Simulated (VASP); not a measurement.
# Cd (P6_3/mmc) in VASP: notebook, part 2 of 2

VASP 6.6.1. Earlier steps stand in the parts before.

## 3. Single point, PBE (equal xx and yy strain of -1 %)

INCAR

```
SYSTEM = Cd
PREC = Accurate
ENCUT = 520
EDIFF = 1E-7
ISMEAR = -1
SIGMA = 0.05
LREAL = .False.
LASPH = .True.
NELM = 80
ALGO = Normal
ISIF = 2
LWAVE = .False.
LCHARG = .False.
GGA = PE
NBANDS = 19
```

KPOINTS

```
Automatic mesh
0
Gamma
  14 14 7
  0 0 0
```

POSCAR

```
Cd
1.0
    2.9490837830      0.0000000000      0.0000000000
   -1.4745418915      2.5539814739      0.0000000000
    0.0000000000      0.0000000000      5.6176500000
Cd
2
Direct
    0.3333333333      0.6666666667      0.2500000000
    0.6666666667      0.3333333333      0.7500000000
```

Potentials or basis: VASP PAW PBE potentials, release 64 (Cd).

Launch:

```bash
$ cat potpaw_PBE.64/Cd/POTCAR > POTCAR
$ mpirun -np 1 vasp_std > vasp.out
```

OUTCAR:

```text
SYSTEM = Cd
   PREC = Accurate
   ENCUT = 520
   EDIFF = 1E-7
   ISMEAR = -1
   LREAL = .False.
   LASPH = .True.
   NELM = 80
   ISIF = 2
   GGA = PE

 ion  position               nearest neighbor table
   1  0.333  0.667  0.250-   2 3.28   2 3.28   2 3.28   2 3.28   2 3.28   2 3.28
   2  0.667  0.333  0.750-   1 3.28   1 3.28   1 3.28   1 3.28   1 3.28   1 3.28

  LATTYP: Found a hexagonal cell.
 ALAT       =     2.9490837830
 C/A-ratio  =     1.9048797570

  Lattice vectors:

 A1 = (   2.9490837830,   0.0000000000,   0.0000000000)
 A2 = (  -1.4745418915,   2.5539814739,   0.0000000000)
 A3 = (   0.0000000000,   0.0000000000,   5.6176500000)

Analysis of symmetry for initial positions (statically):
=====================================================================
 Subroutine PRICEL returns:
 Original cell was already a primitive cell.

 Routine SETGRP: Setting up the symmetry group for a
 hexagonal supercell.

 Subroutine GETGRP returns: Found 24 space group operations
 (whereof 12 operations were pure point group operations)
 out of a pool of 24 trial point group operations.

The static configuration has the point symmetry D_3d.
 The point group associated with its full space group is D_6h.

Analysis of symmetry for dynamics (positions and initial velocities):
=====================================================================
 Subroutine PRICEL returns:
 Original cell was already a primitive cell.

 Routine SETGRP: Setting up the symmetry group for a
 hexagonal supercell.

 Subroutine GETGRP returns: Found 24 space group operations
 (whereof 12 operations were pure point group operations)
 out of a pool of 24 trial point group operations.

The dynamic configuration has the point symmetry D_3d.
 The point group associated with its full space group is D_6h.

 Subroutine INISYM returns: Found 24 space group operations
 (whereof 12 operations are pure point group operations),
[... 111 lines left out ...]
   ISMEAR =    -1;   SIGMA  =   0.05  broadening in eV -4-tet -1-fermi 0-gaus
   EFERMI_NEDOS =   21; number of points for ismear=-14 and -15
   IALGO  =     38    algorithm
   IMIX   =      4    mixing-type and parameters
     AMIX     =   0.40;   BMIX     =  1.00
     AMIX_MAG =   1.60;   BMIX_MAG =  1.00
  volume/ion in A,a.u.               =      21.16       142.77
  Fermi-wavevector in a.u.,A,eV,Ry     =   1.355165  2.560890 24.986708  1.836471
  Thomas-Fermi vector in A             =   2.482275
   LORBIT       =      0    0 simple, 1 ext, 2 COOP (PROOUT), +10 PAW based schemes
   GGA     = PE    functional components
   LHFCALC =     F    Hartree Fock is set to
   AEXX    =    0.0000 exact exchange contribution
   IVDW    =     0    specifies the selected vdW correction
   LEPSILON=     F    determine dielectric tensor
   LRPA    =     F    only Hartree local field effects (RPA)
 non-spin polarized calculation
  energy-cutoff  :      520.00
  volume of cell :       42.31
 maximum number of plane-waves:      1179
 NGX is ok and might be reduce to    24
   NGX = 11   NGY = 11   NGZ = 21

 number of electron      24.0000002 magnetization

 Free energy of the ion-electron system (eV)
  ---------------------------------------------------
  ext. energy  EPLUGINS =         0.00000000
  ---------------------------------------------------
  free energy    TOTEN  =        -1.43457427 eV

  energy without entropy =       -1.42797725  energy(sigma->0) =       -1.43127576

 E-fermi :   3.1631     XC(G=0): -11.1369

 val. band max:        3.1368167654   @ k =   0.3571   0.1429   0.1429
 cond. band min:       3.1798725530   @ k =   0.2143   0.1429   0.0000
 fundamental gap:      0.0430557877
 Fermi energy:         3.1631356321

 k-point     1 :       0.0000    0.0000    0.0000
  band No.  band energies     occupation
      1      -6.8749      2.00000
      2      -6.6125      2.00000
      3      -6.1985      2.00000
      4      -6.1985      2.00000
      5      -6.1476      2.00000
      6      -6.1476      2.00000
[... 505 lines left out ...]
      6      -5.9649      2.00000
[... 11 lines left out ...]
     18       9.2177      0.00000
     19      11.1864      0.00000

 [... further k-points ...]

------------------------ aborting loop because EDIFF is reached ----------------------------------------

  FORCE on cell =-STRESS in cart. coord.  units (eV):
  Direction    XX          YY          ZZ          XY          YZ          ZX
  --------------------------------------------------------------------------------------
  -------------------------------------------------------------------------------------
  Total        1.5321419      1.5321419      0.8128932      0.0000000     -0.0000000      0.0000000
  in kB       58.0163001     58.0163001     30.7811274      0.0000000     -0.0000000      0.0000000
  external PRESSURE =      48.9379092 kB  Pullay stress =       0.0000000 kB

 VOLUME and BASIS-vectors are now :
 -----------------------------------------------------------------------------
  energy-cutoff  :      520.00
  volume of cell :       42.31
      direct lattice vectors                 reciprocal lattice vectors
     2.949083783  0.000000000  0.000000000     0.339088366  0.195772759  0.000000000
    -1.474541891  2.553981474  0.000000000     0.000000000  0.391545518  0.000000000
     0.000000000  0.000000000  5.617650000     0.000000000  0.000000000  0.178010378

 POSITION                                       TOTAL-FORCE (eV/Angst)
 -----------------------------------------------------------------------------------
     -0.00000      1.70265      1.40441         0.000000     -0.000000      0.000000
      1.47454      0.85133      4.21324        -0.000000      0.000000     -0.000000
 -----------------------------------------------------------------------------------
    total drift:                               -0.000000      0.000000      0.000000

  FREE ENERGIE OF THE ION-ELECTRON SYSTEM (eV)
  ---------------------------------------------------
  free  energy   TOTEN  =        -1.4345742703 eV

  energy  without entropy=       -1.4279772511  energy(sigma->0) =       -1.43127576
```

OSZICAR:

```text
N       E                     dE             d eps       ncg     rms          rms(c)
DAV:   1     0.177597572948E+03    0.17760E+03   -0.13239E+04  3648   0.128E+03
DAV:   2     0.256211294507E+01   -0.17504E+03   -0.16876E+03  3783   0.336E+02
DAV:   3    -0.153614090034E+01   -0.40983E+01   -0.40900E+01  4195   0.588E+01
DAV:   4    -0.154356343965E+01   -0.74225E-02   -0.74218E-02  4032   0.234E+00
DAV:   5    -0.154358552676E+01   -0.22087E-04   -0.22087E-04  3996   0.126E-01    0.480E+00
DAV:   6    -0.143984963242E+01    0.10374E+00   -0.24954E-01  4011   0.611E+00    0.376E+00
DAV:   7    -0.143437818935E+01    0.54714E-02   -0.29827E-02  4065   0.168E+00    0.169E+00
DAV:   8    -0.143449629153E+01   -0.11810E-03   -0.37856E-03  3909   0.757E-01    0.936E-02
DAV:   9    -0.143453132278E+01   -0.35031E-04   -0.20990E-05  4182   0.494E-02    0.411E-02
DAV:  10    -0.143457433897E+01   -0.43016E-04   -0.36151E-05  3915   0.567E-02    0.432E-03
DAV:  11    -0.143457427033E+01    0.68649E-07   -0.66926E-08  3269   0.260E-03
   1 F= -.14345743E+01 E0= -.14312758E+01  d E =-.659702E-02
```

stdout:

```text
POSCAR found type information on POSCAR Cd
 POSCAR found :  1 types and       2 ions
 scaLAPACK will be used
 LDA part: xc-table for (Slater+PW92), standard interpolation
 POSCAR, INCAR and KPOINTS ok, starting setup
 FFT: planning ... GRIDC
 FFT: planning ... GRID_SOFT
 FFT: planning ... GRID
 WAVECAR not read
 entering main loop
```

It took 41 s on 1 thread of Intel Xeon Platinum 8488C (Sapphire Rapids), shared host; peak memory 0.2 GiB.

Results:

```
Free energy            : -1.4346 eV
Pressure               : 4.9 GPa
Band gap on the k mesh : zero (band 12 reaches 4.52 eV, above the bottom of band 13 at 0.00 eV)
```

Levels at points of the mesh, in eV from the Fermi level:
| k point | band 9 | band 10 | band 11 | band 12 | band 13 | band 14 | band 15 | band 16 |
| --- | --- | --- | --- | --- | --- | --- | --- | --- |
| (0.00, 0.00, 0.00) | -8.80 | -8.55 | -8.55 | -3.21 | -3.16 | 10.38 | 14.59 | 14.81 |
| (0.50, 0.00, 0.00) | -8.26 | -8.24 | -2.40 | -1.84 | 1.95 | 3.01 | 3.22 | 5.25 |

Caveat: the cell differs from its parent crystal (equal xx and yy strain of -1 %).

## 4. Single point, PBE (equal xx and yy strain of +2 %)

INCAR

```
SYSTEM = Cd
  ALGO = Normal
  EDIFF = 1E-6
  ENCUT = 520
  GGA = PE
  ISIF = 2
  ISMEAR = -1
  LASPH = .True.
  LCHARG = .False.
  LREAL = .False.
  LWAVE = .False.
  NBANDS = 19
  NELM = 100
  PREC = Accurate
  SIGMA = 0.05
```

KPOINTS

```
k-points
0
Gamma
  14 14 7
  0 0 0
```

POSCAR

```
Cd
1.0
    3.0384499583      0.0000000000      0.0000000000
   -1.5192249791      2.6313748519      0.0000000000
    0.0000000000      0.0000000000      5.6176500000
Cd
2
Direct
    0.3333333333      0.6666666667      0.2500000000
    0.6666666667      0.3333333333      0.7500000000
```

Launch:

```bash
$ cat potpaw_PBE.64/Cd/POTCAR > POTCAR
$ mpirun -np 1 vasp_std > vasp.out
```

It took 45 s on 1 thread of Intel Xeon Platinum 8488C (Sapphire Rapids), shared host; peak memory 0.2 GiB.

Results (log left out):

```
Free energy            : -1.4855 eV
Pressure               : 0.9 GPa
Band gap on the k mesh : zero (band 12 reaches 3.87 eV, above the bottom of band 13 at -0.10 eV)
```

Stress tensor (GPa, compression positive):
```
0.91 0.00 0.00
0.00 0.91 0.00
0.00 0.00 0.77
```

Levels at points of the mesh, in eV from the Fermi level:
```csv
k point,band 9,band 10,band 11,band 12,band 13,band 14,band 15,band 16
"(0.00, 0.00, 0.00)",-8.65,-8.48,-8.48,-2.88,-2.83,10.81,14.08,14.09
"(0.50, 0.00, 0.00)",-8.26,-8.24,-2.32,-1.96,1.98,2.96,3.01,5.14
```

Caveat: the cell differs from its parent crystal (equal xx and yy strain of +2 %).

## 5. Summary

```csv
cell,gap on the mesh (eV),pressure (GPa)
"a = 2.890, b = 2.890, c = 5.618 Å, angles 90.0, 90.0, 120.0°, 2 atoms",none,8.7
"a = 2.949, b = 2.949, c = 5.618 Å, angles 90.0, 90.0, 120.0°, 2 atoms",none,4.9
"a = 3.038, b = 3.038, c = 5.618 Å, angles 90.0, 90.0, 120.0°, 2 atoms",none,0.9
```

Alike in all rows: task single point; level PBE; potentials or basis VASP PAW PBE potentials, release 64 (Cd); no spin polarisation; k mesh 14 × 14 × 7; cutoff (eV) 520; smearing fermi-dirac 0.05 eV.

Absolute energies hang on the potentials; compare differences alone.
